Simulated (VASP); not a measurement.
# Bi (P6_3/mmc) in VASP: a series of runs

The runs below take Bi through single point, with PBEsol.

Program: VASP 6.6.1. These are calculated values, not measurements. Logs are shortened: lines on timing, memory, paths and dates and some standing lists are left out, and cuts for length are marked.

### Step 1. The cell of the first run

The structure is hexagonal, space group P6_3/mmc (No. 194). Conventional cell: a = 4.403 Å, b = 4.403 Å, c = 11.829 Å, α = 90.00°, β = 90.00°, γ = 120.00°. Within 5.8 Å of Bi (site symmetry -6m2) lie 6 Bi at 4.40 Å.

### Step 2. Single point, PBEsol (equal xx and yy strain of -3 %)

The input, INCAR:

```
SYSTEM = Bi
  PREC = Accurate
  ENCUT = 520
  EDIFF = 1E-6
  ISMEAR = -1
  SIGMA = 0.03
  LREAL = .False.
  LASPH = .True.
  NELM = 60
  ALGO = Normal
  ISIF = 2
  LWAVE = .False.
  LCHARG = .True.
  GGA = PS
  LELF = .True.
  LVHAR = .True.
  NBANDS = 22
```

The input, KPOINTS:

```
Automatic mesh
0
Gamma
  9 9 3
  0 0 0
```

The input, POSCAR:

```
Bi
1.0
    4.4028302907      0.0000000000      0.0000000000
   -2.2014151454      3.8129628804      0.0000000000
    0.0000000000      0.0000000000     11.8290000000
Bi
2
Direct
    0.3333333333      0.6666666667      0.2500000000
    0.6666666667      0.3333333333      0.7500000000
```

Potentials or basis: VASP PAW PBE potentials, release 64 (Bi_d).

Run with:

```bash
$ cat potpaw_PBE.64/Bi_d/POTCAR > POTCAR
$ mpirun -np 1 vasp_std > vasp.out
```

OUTCAR:

```text
SYSTEM = Bi
   PREC = Accurate
   ENCUT = 520
   EDIFF = 1E-6
   ISMEAR = -1
   LREAL = .False.
   LASPH = .True.
   NELM = 60
   ISIF = 2
   GGA = PS

 ion  position               nearest neighbor table
   1  0.333  0.667  0.250-
   2  0.667  0.333  0.750-

  LATTYP: Found a hexagonal cell.
 ALAT       =     4.4028302907
 C/A-ratio  =     2.6866808891

  Lattice vectors:

 A1 = (   4.4028302907,   0.0000000000,   0.0000000000)
 A2 = (  -2.2014151454,   3.8129628804,   0.0000000000)
 A3 = (   0.0000000000,   0.0000000000,  11.8290000000)

Analysis of symmetry for initial positions (statically):
=====================================================================
 Subroutine PRICEL returns:
 Original cell was already a primitive cell.

 Routine SETGRP: Setting up the symmetry group for a
 hexagonal supercell.

 Subroutine GETGRP returns: Found 24 space group operations
 (whereof 12 operations were pure point group operations)
 out of a pool of 24 trial point group operations.

The static configuration has the point symmetry D_3d.
 The point group associated with its full space group is D_6h.

Analysis of symmetry for dynamics (positions and initial velocities):
=====================================================================
 Subroutine PRICEL returns:
 Original cell was already a primitive cell.

 Routine SETGRP: Setting up the symmetry group for a
 hexagonal supercell.

 Subroutine GETGRP returns: Found 24 space group operations
 (whereof 12 operations were pure point group operations)
 out of a pool of 24 trial point group operations.

The dynamic configuration has the point symmetry D_3d.
 The point group associated with its full space group is D_6h.

 Subroutine INISYM returns: Found 24 space group operations
 (whereof 12 operations are pure point group operations),
 and found     1 'primitive' translations

----------------------------------------------------------------------------------------

                                     Primitive cell

  volume of cell :     198.5832

  direct lattice vectors                    reciprocal lattice vectors
     4.402830291  0.000000000  0.000000000     0.227126629  0.131131620  0.000000000
    -2.201415145  3.812962880  0.000000000     0.000000000  0.262263240  0.000000000
     0.000000000  0.000000000 11.829000000     0.000000000  0.000000000  0.084538000

  length of vectors
     4.402830291  4.402830291 11.829000000     0.262263240  0.262263240  0.084538000

  position of ions in fractional coordinates (direct lattice)
     0.333333333  0.666666667  0.250000000
     0.666666667  0.333333333  0.750000000

  ion indices of the primitive-cell ions
   primitive index   ion index
                 1           1
                 2           2

----------------------------------------------------------------------------------------

 KPOINTS: Automatic mesh

Automatic generation of k-mesh.
 Grid dimensions read from file:
 generate k-points for:    9    9    3

 Generating k-lattice:

  Cartesian coordinates                     Fractional coordinates (reciprocal lattice)
     0.025236292  0.014570180  0.000000000     0.111111111  0.000000000  0.000000000
     0.000000000  0.029140360  0.000000000     0.000000000  0.111111111  0.000000000
     0.000000000  0.000000000  0.028179333     0.000000000  0.000000000  0.333333333

  Length of vectors
     0.029140360  0.029140360  0.028179333

  Shift w.r.t. Gamma in fractional coordinates (k-lattice)
     0.000000000  0.000000000  0.000000000

 Subroutine IBZKPT returns following result:
 ===========================================

 Found     24 irreducible k-points:

 Following reciprocal coordinates:
            Coordinates               Weight
  0.000000  0.000000  0.000000      1.000000
  0.111111  0.000000  0.000000      6.000000
  0.222222  0.000000  0.000000      6.000000
  0.333333  0.000000  0.000000      6.000000
  0.444444  0.000000  0.000000      6.000000
  0.111111  0.111111  0.000000      6.000000
[... 16 lines left out ...]
  0.333333  0.222222  0.333333     24.000000
  0.333333  0.333333  0.333333      4.000000
   k-points           NKPTS =     24   k-points in BZ     NKDIM =     24   number of bands    NBANDS=     22
   number of dos      NEDOS =    301   number of ions     NIONS =      2
   total plane-waves  NPLWV = 116640
   dimension x,y,z NGX =    36 NGY =   36 NGZ =   90
   dimension x,y,z NGXF=    72 NGYF=   72 NGZF=  180
   ions per type =               2
   NGX,Y,Z   is equivalent  to a cutoff of  13.59, 13.59, 12.65 a.u.
   NGXF,Y,Z  is equivalent  to a cutoff of  27.19, 27.19, 25.30 a.u.
 SYSTEM =  Bi
   PREC   = accura    normal or accurate (medium, high low for compatibility)
   ISTART =      0    job   : 0-new  1-cont  2-samecut
   ICHARG =      2    charge: 1-file 2-atom 10-const
   ISPIN  =      1    spin polarized calculation?
   LNONCOLLINEAR =      F non collinear calculations
   LSORBIT =      F    spin-orbit coupling
   LASPH  =      T    aspherical Exc in radial PAW
   ENCUT  =  520.0 eV  38.22 Ry    6.18 a.u.   8.19  8.19 21.99*2*pi/ulx,y,z
   NELM   =     60;   NELMIN=  2; NELMDL= -5     # of ELM steps
   EDIFF  = 0.1E-05   stopping-criterion for ELM
   LREAL  =      F    real-space projection
[... 7 lines left out ...]
   TEBEG  =    0.0;   TEEND  =   0.0 temperature during run
   PSTRESS=    0.0 pullay stress
   NELECT =      30.0000    total number of electrons
   NUPDOWN=      -1.0000    fix difference up-down
   EMIN   =  10.00;   EMAX   =-10.00  energy-range for DOS
   EFERMI =   0.00;   METHOD = LEGACY
   ISMEAR =    -1;   SIGMA  =   0.03  broadening in eV -4-tet -1-fermi 0-gaus
   EFERMI_NEDOS =   21; number of points for ismear=-14 and -15
   IALGO  =     38    algorithm
   IMIX   =      4    mixing-type and parameters
     AMIX     =   0.40;   BMIX     =  1.00
     AMIX_MAG =   1.60;   BMIX_MAG =  1.00
  volume/ion in A,a.u.               =      99.29       670.05
  Fermi-wavevector in a.u.,A,eV,Ry     =   0.871902  1.647656 10.343330  0.760213
  Thomas-Fermi vector in A             =   1.991076
   LORBIT       =      0    0 simple, 1 ext, 2 COOP (PROOUT), +10 PAW based schemes
   GGA     = PS    functional components
   LHFCALC =     F    Hartree Fock is set to
   AEXX    =    0.0000 exact exchange contribution
   IVDW    =     0    specifies the selected vdW correction
   LEPSILON=     F    determine dielectric tensor
   LRPA    =     F    only Hartree local field effects (RPA)
 non-spin polarized calculation
  energy-cutoff  :      520.00
  volume of cell :      198.58
 maximum number of plane-waves:      5365
 NGX is ok and might be reduce to    36
   NGX = 17   NGY = 17   NGZ = 43

 number of electron      30.0000004 magnetization

 Free energy of the ion-electron system (eV)
  ---------------------------------------------------
  ext. energy  EPLUGINS =         0.00000000
  ---------------------------------------------------
  free energy    TOTEN  =        -3.80126416 eV

  energy without entropy =       -3.78241687  energy(sigma->0) =       -3.79184052

 E-fermi :  -0.9205     XC(G=0):  -5.5931

 val. band max:       -0.9253515471   @ k =   0.2222   0.1111   0.0000
 cond. band min:      -0.9091211493   @ k =   0.3333   0.1111   0.3333
 fundamental gap:      0.0162303979
 Fermi energy:        -0.9204666988

 k-point     1 :       0.0000    0.0000    0.0000
  band No.  band energies     occupation
      1     -23.6908      2.00000
      2     -23.6907      2.00000
      3     -23.6813      2.00000
      4     -23.6813      2.00000
      5     -23.6812      2.00000
      6     -23.6812      2.00000
[... 14 lines left out ...]
     21       4.8857      0.00000
     22       5.0051      0.00000

 k-point     2 :       0.1111    0.0000    0.0000
  band No.  band energies     occupation
      1     -23.6901      2.00000
      2     -23.6901      2.00000
      3     -23.6817      2.00000
      4     -23.6817      2.00000
      5     -23.6814      2.00000
      6     -23.6813      2.00000
[... 14 lines left out ...]
     21       4.9742      0.00000
     22       5.3843      0.00000

 k-point     3 :       0.2222    0.0000    0.0000
  band No.  band energies     occupation
      1     -23.6886      2.00000
      2     -23.6886      2.00000
      3     -23.6828      2.00000
      4     -23.6828      2.00000
      5     -23.6817      2.00000
      6     -23.6816      2.00000
[... 14 lines left out ...]
     21       5.0502      0.00000
     22       5.5475      0.00000

 k-point     4 :       0.3333    0.0000    0.0000
  band No.  band energies     occupation
      1     -23.6873      2.00000
      2     -23.6872      2.00000
      3     -23.6840      2.00000
      4     -23.6840      2.00000
      5     -23.6820      2.00000
      6     -23.6820      2.00000
[... 14 lines left out ...]
     21       4.6953      0.00000
     22       5.1576      0.00000

 k-point     5 :       0.4444    0.0000    0.0000
  band No.  band energies     occupation
      1     -23.6865      2.00000
      2     -23.6865      2.00000
      3     -23.6848      2.00000
      4     -23.6848      2.00000
      5     -23.6822      2.00000
      6     -23.6822      2.00000
[... 14 lines left out ...]
     21       4.3941      0.00000
     22       4.6362      0.00000

 k-point     6 :       0.1111    0.1111    0.0000
  band No.  band energies     occupation
      1     -23.6890      2.00000
      2     -23.6890      2.00000
      3     -23.6824      2.00000
      4     -23.6824      2.00000
      5     -23.6816      2.00000
      6     -23.6816      2.00000
[... 14 lines left out ...]
     21       5.3211      0.00000
     22       6.0946      0.00000

 k-point     7 :       0.2222    0.1111    0.0000
  band No.  band energies     occupation
      1     -23.6875      2.00000
      2     -23.6875      2.00000
      3     -23.6835      2.00000
      4     -23.6835      2.00000
      5     -23.6820      2.00000
      6     -23.6820      2.00000
[... 324 lines left out ...]
      6     -23.6823      2.00000
[... 14 lines left out ...]
     21       5.0317      0.00000
     22       5.2692      0.00000

 k-point    21 :       0.4444    0.1111    0.3333
  band No.  band energies     occupation
      1     -23.6859      2.00000
      2     -23.6859      2.00000
      3     -23.6848      2.00000
      4     -23.6848      2.00000
      5     -23.6825      2.00000
      6     -23.6825      2.00000
[... 14 lines left out ...]
     21       4.9088      0.00000
     22       5.1298      0.00000

 k-point    22 :       0.2222    0.2222    0.3333
  band No.  band energies     occupation
      1     -23.6860      2.00000
      2     -23.6860      2.00000
      3     -23.6841      2.00000
      4     -23.6841      2.00000
      5     -23.6826      2.00000
      6     -23.6826      2.00000
[... 14 lines left out ...]
     21       5.5989      0.00000
     22       6.0014      0.00000

 k-point    23 :       0.3333    0.2222    0.3333
  band No.  band energies     occupation
      1     -23.6851      2.00000
      2     -23.6851      2.00000
      3     -23.6844      2.00000
      4     -23.6844      2.00000
      5     -23.6831      2.00000
      6     -23.6831      2.00000
[... 14 lines left out ...]
     21       5.3106      0.00000
     22       5.7337      0.00000

 k-point    24 :       0.3333    0.3333    0.3333
  band No.  band energies     occupation
      1     -23.6845      2.00000
      2     -23.6845      2.00000
      3     -23.6839      2.00000
      4     -23.6839      2.00000
      5     -23.6839      2.00000
      6     -23.6839      2.00000
[... 14 lines left out ...]
     21       4.6954      0.00000
     22       5.1825      0.00000

------------------------ aborting loop because EDIFF is reached ----------------------------------------

  FORCE on cell =-STRESS in cart. coord.  units (eV):
  Direction    XX          YY          ZZ          XY          YZ          ZX
  --------------------------------------------------------------------------------------
  -------------------------------------------------------------------------------------
  Total       -7.1284437     -7.1284437     -0.4794184      0.0000000      0.0000000      0.0000000
  in kB      -57.5125666    -57.5125666     -3.8679666      0.0000000      0.0000000      0.0000000
  external PRESSURE =     -39.6310333 kB  Pullay stress =       0.0000000 kB

 VOLUME and BASIS-vectors are now :
 -----------------------------------------------------------------------------
  energy-cutoff  :      520.00
  volume of cell :      198.58
      direct lattice vectors                 reciprocal lattice vectors
     4.402830291  0.000000000  0.000000000     0.227126629  0.131131620  0.000000000
    -2.201415145  3.812962880  0.000000000     0.000000000  0.262263240  0.000000000
     0.000000000  0.000000000 11.829000000     0.000000000  0.000000000  0.084538000

 POSITION                                       TOTAL-FORCE (eV/Angst)
 -----------------------------------------------------------------------------------
     -0.00000      2.54198      2.95725        -0.000000      0.000000      0.000000
      2.20142      1.27099      8.87175         0.000000     -0.000000      0.000000
 -----------------------------------------------------------------------------------
    total drift:                               -0.000000      0.000000      0.000000

  FREE ENERGIE OF THE ION-ELECTRON SYSTEM (eV)
  ---------------------------------------------------
  free  energy   TOTEN  =        -3.8012641613 eV

  energy  without entropy=       -3.7824168718  energy(sigma->0) =       -3.79184052
```

Wall time 85 s (1 thread of Intel Xeon Platinum 8259CL at 2.50GHz (Skylake/Cascade Lake), shared host); peak memory 0.34 GiB.

Results:

```yaml
Free_energy: -3.8013 eV
Pressure: -4.0 GPa
Band_gap_on_the_k_mesh: zero (band 15 reaches 0.77 eV, above the bottom of band 16 at -1.73 eV)
```

Caveat: the cell differs from its parent crystal (equal xx and yy strain of -3 %); the PAW data sets were made with another functional, which shifts forces and pressure a little; spin-orbit coupling is left out, which moves the levels of the heavy elements.

(Continued in part 2 of 2.)
